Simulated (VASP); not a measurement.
# NaSc2: relaxation of cell and atoms with PBE

Crystal: NaSc2.

```xyz
3
Lattice="5.5831 0.0000 0.0000 -2.7916 4.8351 0.0000 0.0000 0.0000 3.0045" Properties=species:S:1:pos:R:3 pbc="T T T"
Na    0.0000    0.0000    0.0000
Sc    0.0000    3.2234    1.5023
Sc    2.7916    1.6117    1.5023
```

```yaml
Program: VASP 6.6.1
Task: relaxation of cell and atoms
Functional: PBE
Potentials_or_basis: VASP PAW PBE potentials, release 64 (Na_pv, Sc_sv)
Cutoff: 600 eV
k_mesh: 12 × 12 × 16
Occupations: gaussian, width 0.1 eV
Spin: no spin polarisation
Dipole_correction: no
Further_INCAR_settings: ALGO = Fast; EDIFF = 1e-06; IBRION = 2; EDIFFG = -0.01; NSW = 100; ISIF = 3
```

```
Relaxed volume                        : 27.00 Å³/atom
Relaxed cell                          : a = 5.600 Å, b = 5.600 Å, c = 2.982 Å, α = 90.00°, β = 90.00°, γ = 120.00°
Space group after relaxing (to 0.1 Å) : P6/mmm (No. 191)
Energy gained by relaxing             : 0.3 meV/atom
Ionic steps                           : 6
Pressure after relaxing               : 0.0 GPa
Band gap on the k mesh                : zero (an odd number of electrons rules out a gap without spin polarisation)
```

The path:
| step | energy change (eV) | largest force (eV/Å) | pressure (GPa) | volume (Å³) |
| --- | --- | --- | --- | --- |
| 1 | 0.0000 | 0.0000 | -0.08 | 81.11 |
| 2 | -0.0006 | 0.0000 | 0.03 | 80.95 |
| 3 | -0.0006 | 0.0000 | 0.15 | 80.64 |
| 4 | -0.0008 | 0.0000 | 0.06 | 80.79 |
| 5 | -0.0008 | 0.0000 | 0.11 | 80.77 |
| 6 | -0.0009 | 0.0000 | -0.01 | 81.00 |

Final structure:
```cif
data_structure
_symmetry_space_group_name_H-M 'P 1'
_symmetry_Int_Tables_number 1
_cell_length_a 5.6003
_cell_length_b 5.6003
_cell_length_c 2.9821
_cell_angle_alpha 90.000
_cell_angle_beta 90.000
_cell_angle_gamma 120.000
_cell_volume 81.00
loop_
_atom_site_label
_atom_site_type_symbol
_atom_site_fract_x
_atom_site_fract_y
_atom_site_fract_z
_atom_site_occupancy
Na1 Na 0.00000 0.00000 0.00000 1
Sc1 Sc 0.33333 0.66667 0.50000 1
Sc2 Sc 0.66667 0.33333 0.50000 1
```

Levels at points of the mesh, in eV from the Fermi level:
```tsv
k point	band 11	band 12	band 13	band 14	band 15	band 16	band 17	band 18
(0.00, 0.00, 0.00)	-23.77	-4.60	-0.36	-0.35	-0.24	-0.24	0.10	0.10
(0.50, 0.00, 0.00)	-23.77	-3.18	-2.66	-1.13	0.02	0.03	0.16	0.30
(0.00, 0.00, 0.50)	-23.75	-1.09	-0.51	-0.51	-0.14	0.91	0.91	1.26
(0.50, 0.00, 0.50)	-23.75	-0.95	-0.82	-0.15	0.10	0.53	0.97	1.02
```

It took 27 min on 1 thread of AMD EPYC 7R13 Processor (Zen 3), with other jobs on the host, peak memory 0.43 GiB.

Caveat: the highest band is partly filled, so the run has too few bands.
